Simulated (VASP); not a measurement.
# CsBi2H4 (P4/mmm) in VASP: relaxation of cell and atoms with PBE

Aim: the relaxation of cell and atoms of CsBi2H4 with PBE.

Everything below comes from runs of VASP 6.6.1. Logs are shortened: lines on timing, memory, paths and dates and some standing lists are left out, and cuts for length are marked.

**1. The cell of the first run**

The structure is tetragonal, space group P4/mmm (No. 123). The conventional cell has a = 6.581 Å, b = 6.581 Å, c = 3.218 Å, α = 90.00°, β = 90.00°, γ = 90.00°. Cs (site symmetry 4/mmm) has 4 H at 2.66 Å and 2 Cs at 3.22 Å within 3.5 Å. Bi (site symmetry mmm) has 8 H at 2.85 Å and 2 Bi at 3.22 Å and 4 Cs at 3.66 Å within 3.8 Å. H (site symmetry m2m) has 1 Cs at 2.66 Å and 4 H at 2.82 to 3.22 Å and 4 Bi at 2.85 Å within 3.5 Å.

**2. Relaxation of cell and atoms, PBE**

File INCAR:

```
PREC = Accurate
ENCUT = 600
EDIFF = 1E-6
ISMEAR = 0
SIGMA = 0.1
LREAL = False
LASPH = True
NELM = 100
ALGO = Normal
ISIF = 3
LWAVE = False
LCHARG = False
GGA = PE
IBRION = 2
NSW = 100
EDIFFG = -0.01
```

File KPOINTS:

```
regular mesh
0
Gamma
  6 6 12
```

File POSCAR:

```
CsBi2H4
1.0
    6.5806233718      0.0000000000      0.0000000000
    0.0000000000      6.5806233718      0.0000000000
    0.0000000000      0.0000000000      3.2177241156
Cs Bi H
1 2 4
Direct
    0.0000000000      0.0000000000      0.0000000000
    0.5000000000      0.0000000000      0.5000000000
    0.0000000000      0.5000000000      0.5000000000
    0.2853872415      0.2853872415      0.0000000000
    0.7146127585      0.2853872415      0.0000000000
    0.7146127585      0.7146127585      0.0000000000
    0.2853872415      0.7146127585      0.0000000000
```

Potentials or basis: VASP PAW PBE potentials, release 64 (Cs_sv, Bi_d, H).

Started as:

```
$ cat potpaw_PBE.64/Cs_sv/POTCAR potpaw_PBE.64/Bi_d/POTCAR potpaw_PBE.64/H/POTCAR > POTCAR
$ mpirun -np 1 vasp_std > vasp.out
```

OUTCAR:

```text
PREC = Accurate
   ENCUT = 600
   EDIFF = 1E-6
   ISMEAR = 0
   LREAL = False
   LASPH = True
   NELM = 100
   ISIF = 3
   GGA = PE
   IBRION = 2
   NSW = 100
   EDIFFG = -0.01

 ion  position               nearest neighbor table
   1  0.000  0.000  0.000-
   2  0.500  0.000  0.500-
   3  0.000  0.500  0.500-
   4  0.285  0.285  0.000-
   5  0.715  0.285  0.000-
   6  0.715  0.715  0.000-
   7  0.285  0.715  0.000-

  LATTYP: Found a simple tetragonal cell.
 ALAT       =     6.5806233718
 C/A-ratio  =     0.4889694994

  Lattice vectors:

 A1 = (   6.5806233718,   0.0000000000,   0.0000000000)
 A2 = (   0.0000000000,   6.5806233718,   0.0000000000)
 A3 = (   0.0000000000,   0.0000000000,   3.2177241156)

Analysis of symmetry for initial positions (statically):
=====================================================================
 Subroutine PRICEL returns:
 Original cell was already a primitive cell.

 Routine SETGRP: Setting up the symmetry group for a
 simple tetragonal supercell.

 Subroutine GETGRP returns: Found 16 space group operations
 (whereof 16 operations were pure point group operations)
 out of a pool of 16 trial point group operations.

The static configuration has the point symmetry D_4h.

Analysis of symmetry for dynamics (positions and initial velocities):
=====================================================================
 Subroutine PRICEL returns:
 Original cell was already a primitive cell.

 Routine SETGRP: Setting up the symmetry group for a
 simple tetragonal supercell.

 Subroutine GETGRP returns: Found 16 space group operations
 (whereof 16 operations were pure point group operations)
 out of a pool of 16 trial point group operations.

The dynamic configuration has the point symmetry D_4h.

 Subroutine INISYM returns: Found 16 space group operations
 (whereof 16 operations are pure point group operations),
 and found     1 'primitive' translations

----------------------------------------------------------------------------------------

                                     Primitive cell

  volume of cell :     139.3423

  direct lattice vectors                    reciprocal lattice vectors
     6.580623372  0.000000000  0.000000000     0.151961287  0.000000000  0.000000000
     0.000000000  6.580623372  0.000000000     0.000000000  0.151961287  0.000000000
     0.000000000  0.000000000  3.217724116     0.000000000  0.000000000  0.310778663

  length of vectors
     6.580623372  6.580623372  3.217724116     0.151961287  0.151961287  0.310778663

  position of ions in fractional coordinates (direct lattice)
     0.000000000  0.000000000  0.000000000
     0.500000000  0.000000000  0.500000000
     0.000000000  0.500000000  0.500000000
     0.285387241  0.285387241  0.000000000
     0.714612759  0.285387241  0.000000000
     0.714612759  0.714612759  0.000000000
     0.285387241  0.714612759  0.000000000

  ion indices of the primitive-cell ions
   primitive index   ion index
                 1           1
                 2           2
                 3           3
                 4           4
                 5           5
                 6           6
                 7           7

----------------------------------------------------------------------------------------

 KPOINTS: regular mesh

Automatic generation of k-mesh.
 Grid dimensions read from file:
 generate k-points for:    6    6   12

 Generating k-lattice:

  Cartesian coordinates                     Fractional coordinates (reciprocal lattice)
     0.025326881  0.000000000  0.000000000     0.166666667  0.000000000  0.000000000
     0.000000000  0.025326881  0.000000000     0.000000000  0.166666667  0.000000000
     0.000000000  0.000000000  0.025898222     0.000000000  0.000000000  0.083333333

  Length of vectors
     0.025326881  0.025326881  0.025898222

  Shift w.r.t. Gamma in fractional coordinates (k-lattice)
     0.000000000  0.000000000  0.000000000

 Subroutine IBZKPT returns following result:
 ===========================================

 Found     70 irreducible k-points:

 Following reciprocal coordinates:
            Coordinates               Weight
  0.000000  0.000000  0.000000      1.000000
  0.166667  0.000000  0.000000      4.000000
  0.333333  0.000000  0.000000      4.000000
  0.500000  0.000000  0.000000      2.000000
  0.166667  0.166667  0.000000      4.000000
  0.333333  0.166667  0.000000      8.000000
[... 16 lines left out ...]
  0.333333  0.000000  0.166667      8.000000
  0.500000  0.000000  0.166667      4.000000
 [... further k-points ...]
   k-points           NKPTS =     70   k-points in BZ     NKDIM =     70   number of bands    NBANDS=     25
   number of dos      NEDOS =    301   number of ions     NIONS =      7
   total plane-waves  NPLWV =  81648
   dimension x,y,z NGX =    54 NGY =   54 NGZ =   28
   dimension x,y,z NGXF=   108 NGYF=  108 NGZF=   56
   ions per type =               1   2   4
   NGX,Y,Z   is equivalent  to a cutoff of  13.64, 13.64, 14.47 a.u.
   NGXF,Y,Z  is equivalent  to a cutoff of  27.28, 27.28, 28.93 a.u.
 SYSTEM =  unknown system
   PREC   = accura    normal or accurate (medium, high low for compatibility)
   ISTART =      0    job   : 0-new  1-cont  2-samecut
   ICHARG =      2    charge: 1-file 2-atom 10-const
   ISPIN  =      1    spin polarized calculation?
   LNONCOLLINEAR =      F non collinear calculations
   LSORBIT =      F    spin-orbit coupling
   LASPH  =      T    aspherical Exc in radial PAW
   ENCUT  =  600.0 eV  44.10 Ry    6.64 a.u.  13.14 13.14  6.43*2*pi/ulx,y,z
   NELM   =    100;   NELMIN=  2; NELMDL= -5     # of ELM steps
   EDIFF  = 0.1E-05   stopping-criterion for ELM
   LREAL  =      F    real-space projection
   EDIFFG = -.1E-01   stopping-criterion for IOM
   NSW    =    100    number of steps for IOM
   IBRION =      2    ionic relax: 0-MD 1-quasi-New 2-CG
   NFREE  =      1    steps in history (QN), initial steepest desc. (CG)
   ISIF   =      3    stress and relaxation
   ISYM   =      2    0-nonsym 1-usesym 2-fastsym
   POTIM  = 0.5000    time-step for ionic-motion
   TEBEG  =    0.0;   TEEND  =   0.0 temperature during run
   PSTRESS=    0.0 pullay stress
   NELECT =      43.0000    total number of electrons
   NUPDOWN=      -1.0000    fix difference up-down
   EMIN   =  10.00;   EMAX   =-10.00  energy-range for DOS
   EFERMI =   0.00;   METHOD = LEGACY
   ISMEAR =     0;   SIGMA  =   0.10  broadening in eV -4-tet -1-fermi 0-gaus
   EFERMI_NEDOS =   21; number of points for ismear=-14 and -15
   IALGO  =     38    algorithm
   IMIX   =      4    mixing-type and parameters
     AMIX     =   0.40;   BMIX     =  1.00
     AMIX_MAG =   1.60;   BMIX_MAG =  1.00
  volume/ion in A,a.u.               =      19.91       134.33
  Fermi-wavevector in a.u.,A,eV,Ry     =   1.106293  2.090590 16.651945  1.223883
  Thomas-Fermi vector in A             =   2.242792
   LORBIT       =      0    0 simple, 1 ext, 2 COOP (PROOUT), +10 PAW based schemes
   GGA     = PE    functional components
   LHFCALC =     F    Hartree Fock is set to
   AEXX    =    0.0000 exact exchange contribution
   IVDW    =     0    specifies the selected vdW correction
   LEPSILON=     F    determine dielectric tensor
   LRPA    =     F    only Hartree local field effects (RPA)
 conjugate gradient relaxation of ions
 non-spin polarized calculation
 Gauss-broadening in eV      SIGMA  =   0.10
  energy-cutoff  :      600.00
  volume of cell :      139.34
 maximum number of plane-waves:      4680
 NGX is ok and might be reduce to    54
   NGX = 27   NGY = 27   NGZ = 13

--------------------------------------- Ionic step        1  -------------------------------------------

 number of electron      42.9999990 magnetization

 Free energy of the ion-electron system (eV)
  ---------------------------------------------------
  ext. energy  EPLUGINS =         0.00000000
  ---------------------------------------------------
  free energy    TOTEN  =       -15.92622871 eV

  energy without entropy =      -15.90765224  energy(sigma->0) =      -15.91694048

------------------------ aborting loop because EDIFF is reached ----------------------------------------

  FORCE on cell =-STRESS in cart. coord.  units (eV):
  Direction    XX          YY          ZZ          XY          YZ          ZX
  --------------------------------------------------------------------------------------
  -------------------------------------------------------------------------------------
  Total       -0.2324897     -0.2324897      1.2239170      0.0000000      0.0000000     -0.0000000
  in kB       -2.6732000     -2.6732000     14.0727729      0.0000000      0.0000000     -0.0000000
  external PRESSURE =       2.9087910 kB  Pullay stress =       0.0000000 kB

 VOLUME and BASIS-vectors are now :
 -----------------------------------------------------------------------------
  energy-cutoff  :      600.00
  volume of cell :      139.34
      direct lattice vectors                 reciprocal lattice vectors
     6.580623372  0.000000000  0.000000000     0.151961287  0.000000000  0.000000000
     0.000000000  6.580623372  0.000000000     0.000000000  0.151961287  0.000000000
     0.000000000  0.000000000  3.217724116     0.000000000  0.000000000  0.310778663
[... 206 lines left out ...]
 POSITION                                       TOTAL-FORCE (eV/Angst)
 -----------------------------------------------------------------------------------
     -0.00000     -0.00000      3.26499        -0.000000     -0.000000      0.000000
      3.26229     -0.00000      1.63249        -0.000000      0.000000      0.000000
     -0.00000      3.26229      1.63249         0.000000     -0.000000      0.000000
      1.86669      1.86669      0.00000         0.018841      0.018841      0.000000
      4.65790      1.86669      0.00000        -0.018841      0.018841     -0.000000
      4.65790      4.65790      0.00000        -0.018841     -0.018841     -0.000000
      1.86669      4.65790      0.00000         0.018841     -0.018841      0.000000
 -----------------------------------------------------------------------------------
    total drift:                                0.000000      0.000000      0.000000

  FREE ENERGIE OF THE ION-ELECTRON SYSTEM (eV)
  ---------------------------------------------------
  free  energy   TOTEN  =       -15.9370842211 eV

  energy  without entropy=      -15.9189201037  energy(sigma->0) =      -15.92800216

--------------------------------------- Ionic step        7  -------------------------------------------

 number of electron      42.9999997 magnetization

 Free energy of the ion-electron system (eV)
  ---------------------------------------------------
  ext. energy  EPLUGINS =         0.00000000
  ---------------------------------------------------
  free energy    TOTEN  =       -15.93759838 eV

  energy without entropy =      -15.91979642  energy(sigma->0) =      -15.92869740

 E-fermi :   3.3099     XC(G=0):  -8.9289

 val. band max:        3.3025563893   @ k =   0.5000   0.0000   0.4167
 cond. band min:       3.3199854015   @ k =   0.3333   0.3333   0.4167
 fundamental gap:      0.0174290122
 Fermi energy:         3.3098596376

 k-point     1 :       0.0000    0.0000    0.0000
  band No.  band energies     occupation
      1     -19.8935      2.00000
      2     -19.8908      2.00000
      3     -19.7328      2.00000
      4     -19.7201      2.00000
      5     -19.7155      2.00000
      6     -19.7092      2.00000
[... 17 lines left out ...]
     24       7.0315      0.00000
     25       7.0315      0.00000
[... 621 lines left out ...]
      3     -19.7311      2.00000
      4     -19.7311      2.00000
      5     -19.7119      2.00000
      6     -19.7118      2.00000
[... 17 lines left out ...]
     24       5.4162      0.00000
     25       5.9810      0.00000

 [... further k-points ...]

------------------------ aborting loop because EDIFF is reached ----------------------------------------

  FORCE on cell =-STRESS in cart. coord.  units (eV):
  Direction    XX          YY          ZZ          XY          YZ          ZX
  --------------------------------------------------------------------------------------
  -------------------------------------------------------------------------------------
  Total        0.0300176      0.0300176     -0.0635655      0.0000000      0.0000000      0.0000000
  in kB        0.3463794      0.3463794     -0.7334964      0.0000000      0.0000000      0.0000000
  external PRESSURE =      -0.0135792 kB  Pullay stress =       0.0000000 kB

 VOLUME and BASIS-vectors are now :
 -----------------------------------------------------------------------------
  energy-cutoff  :      600.00
  volume of cell :      138.85
      direct lattice vectors                 reciprocal lattice vectors
     6.516937322 -0.000000000  0.000000000     0.153446312 -0.000000000  0.000000000
    -0.000000000  6.516937322  0.000000000    -0.000000000  0.153446312  0.000000000
    -0.000000000 -0.000000000  3.269240224    -0.000000000 -0.000000000  0.305881468

 POSITION                                       TOTAL-FORCE (eV/Angst)
 -----------------------------------------------------------------------------------
      0.00000      6.51694      0.00000        -0.000000      0.000000      0.000000
      3.25847      6.51694      1.63462        -0.000000      0.000000      0.000000
     -0.00000      3.25847      1.63462        -0.000000      0.000000      0.000000
      1.87076      1.87076      3.26924         0.006751      0.006751      0.000000
      4.64618      1.87076      0.00000        -0.006751      0.006751      0.000000
      4.64618      4.64618      0.00000        -0.006751     -0.006751     -0.000000
      1.87076      4.64618      0.00000         0.006751     -0.006751     -0.000000
 -----------------------------------------------------------------------------------
    total drift:                                0.000000     -0.000000      0.000000

  FREE ENERGIE OF THE ION-ELECTRON SYSTEM (eV)
  ---------------------------------------------------
  free  energy   TOTEN  =       -15.9375983760 eV

  energy  without entropy=      -15.9197964193  energy(sigma->0) =      -15.92869740

 reached required accuracy - stopping structural energy minimisation
```

Run time: 13 min. Hardware: 1 thread of Intel Xeon 6975P-C (Granite Rapids), shared host; peak memory 0.48 GiB.

Results:

| Property | Result |
| --- | --- |
| Free energy | -15.9376 eV |
| Relaxed volume | 19.84 Å³/atom |
| Relaxed cell | a = 6.517 Å, b = 6.517 Å, c = 3.269 Å, α = 90.00°, β = 90.00°, γ = 90.00° |
| Space group after relaxing (to 0.05 Å) | P4/mmm (No. 123) |
| Energy gained by relaxing | 1.6 meV/atom |
| Ionic steps | 7 |
| Pressure after relaxing | 0.0 GPa |
| Largest force after relaxing | 0.010 eV/Å |

Forces on the atoms (eV/Å):
```
Cs   0.000  0.000  0.000
Bi   0.000  0.000  0.000
Bi   0.000  0.000  0.000
H    0.007  0.007  0.000
H   -0.007  0.007  0.000
H   -0.007 -0.007  0.000
H    0.007 -0.007  0.000
```

Step by step:
| step | energy change (eV) | largest force (eV/Å) | pressure (GPa) | volume (Å³) |
| --- | --- | --- | --- | --- |
| 1 | 0.0000 | 0.0057 | 0.29 | 139.34 |
| 2 | -0.0077 | 0.0141 | -0.01 | 140.07 |
| 3 | -0.0093 | 0.0198 | -0.20 | 140.56 |
| 4 | -0.0100 | 0.0241 | -0.12 | 140.03 |
| 5 | -0.0105 | 0.0324 | 0.05 | 139.04 |
| 6 | -0.0109 | 0.0266 | 0.05 | 138.99 |
| 7 | -0.0114 | 0.0095 | 0.00 | 138.85 |

Final structure:
```cif
data_structure
_symmetry_space_group_name_H-M 'P 1'
_symmetry_Int_Tables_number 1
_cell_length_a 6.5169
_cell_length_b 6.5169
_cell_length_c 3.2692
_cell_angle_alpha 90.000
_cell_angle_beta 90.000
_cell_angle_gamma 90.000
_cell_volume 138.85
loop_
_atom_site_label
_atom_site_type_symbol
_atom_site_fract_x
_atom_site_fract_y
_atom_site_fract_z
_atom_site_occupancy
Cs1 Cs 0.00000 0.00000 0.00000 1
Bi1 Bi 0.50000 0.00000 0.50000 1
Bi2 Bi 0.00000 0.50000 0.50000 1
H1 H 0.28706 0.28706 0.00000 1
H2 H 0.71294 0.28706 0.00000 1
H3 H 0.71294 0.71294 0.00000 1
H4 H 0.28706 0.71294 0.00000 1
```

Caveat: spin-orbit coupling is left out, which moves the levels of the heavy elements.
